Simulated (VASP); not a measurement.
# Zn2CdTe3 (P3m1) in VASP: notebook

The runs below take Zn2CdTe3 through relaxation of shape and atoms at fixed volume, single point, with PBE.

Program: VASP 6.6.1. These are calculated values, not measurements. Logs are shortened: lines on timing, memory, paths and dates and some standing lists are left out, and cuts for length are marked.

### 1 The cell of the first run

Symmetry: P3m1, No. 156, trigonal system. The conventional cell has a = 4.375 Å, b = 4.375 Å, c = 10.783 Å, α = 90.00°, β = 90.00°, γ = 120.00°. Zn (site symmetry 3m) has 4 Te at 2.63 to 2.66 Å within 3.5 Å. Within 3.5 Å of Zn (site symmetry 3m) lie 4 Te at 2.62 to 2.66 Å. Within 3.6 Å of Cd (site symmetry 3m) lie 4 Te at 2.76 to 2.79 Å. Within 3.5 Å of Te (site symmetry 3m) lie 3 Zn at 2.66 Å and 1 Cd at 2.79 Å. Te (site symmetry 3m) has 4 Zn at 2.63 to 2.66 Å within 3.5 Å. Te (site symmetry 3m) has 1 Zn at 2.62 Å and 3 Cd at 2.76 Å within 3.5 Å.

### 2 Relaxation of shape and atoms at fixed volume, PBE (29.79 Å³/atom)

File INCAR:

```
SYSTEM = Zn2CdTe3
ALGO = Normal
EDIFF = 1E-6
EDIFFG = -0.01
ENCUT = 600
GGA = PE
IBRION = 2
ISIF = 4
ISMEAR = 0
LASPH = .TRUE.
LCHARG = .FALSE.
LREAL = .FALSE.
LWAVE = .FALSE.
NELM = 80
NSW = 50
PREC = Accurate
SIGMA = 0.02
```

File KPOINTS:

```
k-points
0
G
  6 6 4
  0 0 0
```

File POSCAR:

```
Zn2CdTe3
1.0
    4.3746940130      0.0000000000      0.0000000000
   -2.1873470065      3.7885961491      0.0000000000
    0.0000000000      0.0000000000     10.7833594272
Zn Cd Te
2 1 3
Direct
    0.3333333333      0.6666666667      0.6605684270
    0.6666666667      0.3333333333      0.3410165230
    0.0000000000      0.0000000000      0.9957634612
    0.0000000000      0.0000000000      0.7372473509
    0.3333333333      0.6666666667      0.4171162074
    0.6666666667      0.3333333333      0.0982880305
```

Potentials or basis: VASP PAW PBE potentials, release 64 (Zn, Cd, Te).

The run is started by

```bash
$ cat potpaw_PBE.64/Zn/POTCAR potpaw_PBE.64/Cd/POTCAR potpaw_PBE.64/Te/POTCAR > POTCAR
$ mpirun -np 1 vasp_std > vasp.out
```

OUTCAR:

```text
SYSTEM = Zn2CdTe3
   EDIFF = 1E-6
   EDIFFG = -0.01
   ENCUT = 600
   GGA = PE
   IBRION = 2
   ISIF = 4
   ISMEAR = 0
   LASPH = .TRUE.
   LREAL = .FALSE.
   NELM = 80
   NSW = 50
   PREC = Accurate

 ion  position               nearest neighbor table
   1  0.333  0.667  0.661-   5 2.63   4 2.66   4 2.66   4 2.66
   2  0.667  0.333  0.341-   6 2.62   5 2.66   5 2.66   5 2.66
   3  0.000  0.000  0.996-   6 2.76   6 2.76   6 2.76   4 2.79
   4  0.000  0.000  0.737-   1 2.66   1 2.66   1 2.66   3 2.79
   5  0.333  0.667  0.417-   1 2.63   2 2.66   2 2.66   2 2.66
   6  0.667  0.333  0.098-   2 2.62   3 2.76   3 2.76   3 2.76

  LATTYP: Found a hexagonal cell.
 ALAT       =     4.3746940130
 C/A-ratio  =     2.4649402667

  Lattice vectors:

 A1 = (   4.3746940130,   0.0000000000,   0.0000000000)
 A2 = (  -2.1873470065,   3.7885961491,   0.0000000000)
 A3 = (   0.0000000000,   0.0000000000,  10.7833594272)

Analysis of symmetry for initial positions (statically):
=====================================================================
 Subroutine PRICEL returns:
 Original cell was already a primitive cell.

 Routine SETGRP: Setting up the symmetry group for a
 hexagonal supercell.

 Subroutine GETGRP returns: Found  6 space group operations
 (whereof  6 operations were pure point group operations)
 out of a pool of 24 trial point group operations.

The static configuration has the point symmetry C_3v.

Analysis of symmetry for dynamics (positions and initial velocities):
=====================================================================
 Subroutine PRICEL returns:
 Original cell was already a primitive cell.

 Routine SETGRP: Setting up the symmetry group for a
 hexagonal supercell.

 Subroutine GETGRP returns: Found  6 space group operations
 (whereof  6 operations were pure point group operations)
 out of a pool of 24 trial point group operations.

The dynamic configuration has the point symmetry C_3v.

 Subroutine INISYM returns: Found  6 space group operations
 (whereof  6 operations are pure point group operations),
 and found     1 'primitive' translations

----------------------------------------------------------------------------------------

                                     Primitive cell

  volume of cell :     178.7228

  direct lattice vectors                    reciprocal lattice vectors
     4.374694013  0.000000000  0.000000000     0.228587416  0.131975006  0.000000000
    -2.187347007  3.788596149  0.000000000     0.000000000  0.263950012  0.000000000
     0.000000000  0.000000000 10.783359427     0.000000000  0.000000000  0.092735479
[... 83 lines left out ...]
   ISTART =      0    job   : 0-new  1-cont  2-samecut
   ICHARG =      2    charge: 1-file 2-atom 10-const
   ISPIN  =      1    spin polarized calculation?
   LNONCOLLINEAR =      F non collinear calculations
   LSORBIT =      F    spin-orbit coupling
   LASPH  =      T    aspherical Exc in radial PAW
   ENCUT  =  600.0 eV  44.10 Ry    6.64 a.u.   8.74  8.74 21.54*2*pi/ulx,y,z
   NELM   =     80;   NELMIN=  2; NELMDL= -5     # of ELM steps
   EDIFF  = 0.1E-05   stopping-criterion for ELM
   LREAL  =      F    real-space projection
   EDIFFG = -.1E-01   stopping-criterion for IOM
   NSW    =     50    number of steps for IOM
   IBRION =      2    ionic relax: 0-MD 1-quasi-New 2-CG
   NFREE  =      1    steps in history (QN), initial steepest desc. (CG)
   ISIF   =      4    stress and relaxation
   ISYM   =      2    0-nonsym 1-usesym 2-fastsym
   POTIM  = 0.5000    time-step for ionic-motion
   TEBEG  =    0.0;   TEEND  =   0.0 temperature during run
   PSTRESS=    0.0 pullay stress
   NELECT =      54.0000    total number of electrons
   NUPDOWN=      -1.0000    fix difference up-down
   EMIN   =  10.00;   EMAX   =-10.00  energy-range for DOS
   EFERMI =   0.00;   METHOD = LEGACY
   ISMEAR =     0;   SIGMA  =   0.02  broadening in eV -4-tet -1-fermi 0-gaus
   EFERMI_NEDOS =   21; number of points for ismear=-14 and -15
   IALGO  =     38    algorithm
   IMIX   =      4    mixing-type and parameters
     AMIX     =   0.40;   BMIX     =  1.00
     AMIX_MAG =   1.60;   BMIX_MAG =  1.00
  volume/ion in A,a.u.               =      29.79       201.01
  Fermi-wavevector in a.u.,A,eV,Ry     =   1.098532  2.075925 16.419138  1.206773
  Thomas-Fermi vector in A             =   2.234911
   LORBIT       =      0    0 simple, 1 ext, 2 COOP (PROOUT), +10 PAW based schemes
   GGA     = PE    functional components
   LHFCALC =     F    Hartree Fock is set to
   AEXX    =    0.0000 exact exchange contribution
   IVDW    =     0    specifies the selected vdW correction
   LEPSILON=     F    determine dielectric tensor
   LRPA    =     F    only Hartree local field effects (RPA)
 conjugate gradient relaxation of ions
 non-spin polarized calculation
 Gauss-broadening in eV      SIGMA  =   0.02
  energy-cutoff  :      600.00
  volume of cell :      178.72
 maximum number of plane-waves:      5988
 NGX is ok and might be reduce to    36
   NGX = 17   NGY = 17   NGZ = 43

--------------------------------------- Ionic step        1  -------------------------------------------

 number of electron      54.0000017 magnetization

 Free energy of the ion-electron system (eV)
  ---------------------------------------------------
  ext. energy  EPLUGINS =         0.00000000
  ---------------------------------------------------
  free energy    TOTEN  =       -14.97515878 eV

  energy without entropy =      -14.97515878  energy(sigma->0) =      -14.97515878

------------------------ aborting loop because EDIFF is reached ----------------------------------------

  FORCE on cell =-STRESS in cart. coord.  units (eV):
  Direction    XX          YY          ZZ          XY          YZ          ZX
  --------------------------------------------------------------------------------------
  -------------------------------------------------------------------------------------
  Total        3.2518260      3.2518260      3.3502354     -0.0000000     -0.0000000     -0.0000000
  in kB       29.1512914     29.1512914     30.0334918     -0.0000000     -0.0000000     -0.0000000
  external PRESSURE =      29.4453582 kB  Pullay stress =       0.0000000 kB
[... 187 lines left out ...]
--------------------------------------- Ionic step        6  -------------------------------------------

 number of electron      54.0000017 magnetization

 Free energy of the ion-electron system (eV)
  ---------------------------------------------------
  ext. energy  EPLUGINS =         0.00000000
  ---------------------------------------------------
  free energy    TOTEN  =       -14.97571664 eV

  energy without entropy =      -14.97571664  energy(sigma->0) =      -14.97571664

 E-fermi :   3.2742     XC(G=0):  -8.8903

 val. band max:        3.1609430560   @ k =   0.0000   0.0000   0.0000
 cond. band min:       4.0746523287   @ k =   0.0000   0.0000   0.0000
 fundamental gap:      0.9137092727
 Fermi energy:         3.2742489151

 k-point     1 :       0.0000    0.0000    0.0000
  band No.  band energies     occupation
      1      -8.6566      2.00000
      2      -8.1662      2.00000
      3      -7.9502      2.00000
      4      -5.2631      2.00000
      5      -5.2631      2.00000
      6      -5.1395      2.00000
[... 862 lines left out ...]
  FREE ENERGIE OF THE ION-ELECTRON SYSTEM (eV)
  ---------------------------------------------------
  free  energy   TOTEN  =       -14.9757166415 eV

  energy  without entropy=      -14.9757166415  energy(sigma->0) =      -14.97571664

 reached required accuracy - stopping structural energy minimisation
```

OSZICAR:

```text
N       E                     dE             d eps       ncg     rms          rms(c)
DAV:   1     0.399947627041E+03    0.39995E+03   -0.26205E+04  1536   0.188E+03
DAV:   2     0.205716115242E+02   -0.37938E+03   -0.37164E+03  1560   0.410E+02
[... 42 lines left out ...]
   5 F= -.14975674E+02 E0= -.14975674E+02  d E =-.110803E-03
       N       E                     dE             d eps       ncg     rms          rms(c)
DAV:   1    -0.149757604901E+02   -0.85246E-04   -0.20395E-02  1536   0.811E-01    0.608E-02
DAV:   2    -0.149757378530E+02    0.22637E-04   -0.23837E-04  1888   0.144E-01    0.276E-02
DAV:   3    -0.149757211958E+02    0.16657E-04   -0.18336E-05  1848   0.358E-02    0.152E-02
DAV:   4    -0.149757164776E+02    0.47182E-05   -0.97675E-06  1856   0.253E-02    0.372E-03
DAV:   5    -0.149757166415E+02   -0.16397E-06   -0.25811E-06  1192   0.154E-02
   6 F= -.14975717E+02 E0= -.14975717E+02  d E =-.421745E-04
```

CONTCAR:

```text
Zn2CdTe3
   1.00000000000000
     4.3721052574204968    0.0000000000000000   -0.0000000000000000
    -2.1860526287102484    3.7863542210266048    0.0000000000000000
    -0.0000000000000000   -0.0000000000000000   10.7961330200475096
  Zn              Cd              Te
     2     1     3
Direct
     0.3333333332999970    0.6666666667000030    0.6605986661220379
     0.6666666667000030    0.3333333332999970    0.3415254200863466
     0.0000000000000000    0.0000000000000000    0.9949257069215598
     0.0000000000000000    1.0000000000000000    0.7368096860803430
     0.3333333332999970    0.6666666667000030    0.4171864624094871
     0.6666666667000030    0.3333333332999970    0.0989540583802256

  0.00000000E+00  0.00000000E+00  0.00000000E+00
  0.00000000E+00  0.00000000E+00  0.00000000E+00
  0.00000000E+00  0.00000000E+00  0.00000000E+00
  0.00000000E+00  0.00000000E+00  0.00000000E+00
  0.00000000E+00  0.00000000E+00  0.00000000E+00
  0.00000000E+00  0.00000000E+00  0.00000000E+00
```

It took 16 min on 1 thread of Intel Xeon 8259CL, shared host; peak memory 0.46 GiB.

Results:

| Quantity | Value |
| --- | --- |
| Free energy | -14.9757 eV |
| Energy gained by relaxing | 0.1 meV/atom |
| Ionic steps | 6 |
| Pressure after relaxing | 2.9 GPa |
| Band gap on the k mesh | 0.91 eV |

Forces on the atoms (eV/Å):
```
Zn   0.000  0.000 -0.002
Zn   0.000  0.000  0.003
Cd   0.000  0.000  0.001
Te   0.000  0.000 -0.002
Te   0.000  0.000  0.002
Te   0.000  0.000 -0.002
```

The path:
| step | energy change (eV) | largest force (eV/Å) | pressure (GPa) | volume (Å³) |
| --- | --- | --- | --- | --- |
| 1 | 0.0000 | 0.0480 | 2.94 | 178.72 |
| 2 | -0.0003 | 0.0360 | 2.93 | 178.72 |
| 3 | -0.0004 | 0.0285 | 2.92 | 178.72 |
| 4 | -0.0005 | 0.0169 | 2.92 | 178.72 |
| 5 | -0.0005 | 0.0137 | 2.92 | 178.72 |
| 6 | -0.0006 | 0.0026 | 2.92 | 178.72 |

Final structure:
```
CELL_PARAMETERS angstrom
4.37211 0.00000 0.00000
-2.18605 3.78635 0.00000
0.00000 0.00000 10.79613
ATOMIC_POSITIONS crystal
Zn 0.33333 0.66667 0.66060
Zn 0.66667 0.33333 0.34153
Cd 0.00000 0.00000 0.99493
Te 0.00000 0.00000 0.73681
Te 0.33333 0.66667 0.41719
Te 0.66667 0.33333 0.09895
```

Caveat: spin-orbit coupling is left out, which moves the levels of the heavy elements. A k mesh can miss the band edges.

(Continued in part 2 of 4.)
